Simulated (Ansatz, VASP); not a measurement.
**HfH2: VASP beside Ansatz**

```
CELL_PARAMETERS angstrom
-1.73900 1.73900 2.18050
1.73900 -1.73900 2.18050
1.73900 1.73900 -2.18050
ATOMIC_POSITIONS crystal
Hf 0.00000 0.00000 0.00000
H 0.75000 0.25000 0.50000
H 0.25000 0.75000 0.50000
```

Alike in both runs: task single point; functional r2SCAN; k mesh 16 × 16 × 16; occupations gaussian, width 0.1 eV; no spin polarisation.

```csv
,VASP,Ansatz
version,VASP 6.6.1,Ansatz 0.2.0
potentials or method,"VASP PAW PBE potentials, release 64 (Hf_pv, H), cutoff 520 eV","scalar-relativistic, plane waves, PAW"
valence electrons in the cell,12,28
```

```csv
,VASP,Ansatz,Ansatz less VASP
gap on the k mesh at the Fermi level (eV),none,none,-
pressure (GPa),-3.9,-2.9,+1.04
"traceless stress, the component that is largest in VASP (GPa)",-0.25,-0.35,-0.100
```

VASP's potentials were made for PBE, not for r2SCAN. A gap of «none» marks a metal or a gap that the smearing closes. The functional is the same, so the differences come from potentials, cutoffs and numerics. VASP's potentials hold 12 valence electrons a cell and Ansatz's 28, so a difference there can come from the potentials and not from the codes.

Spin-orbit coupling is off throughout.
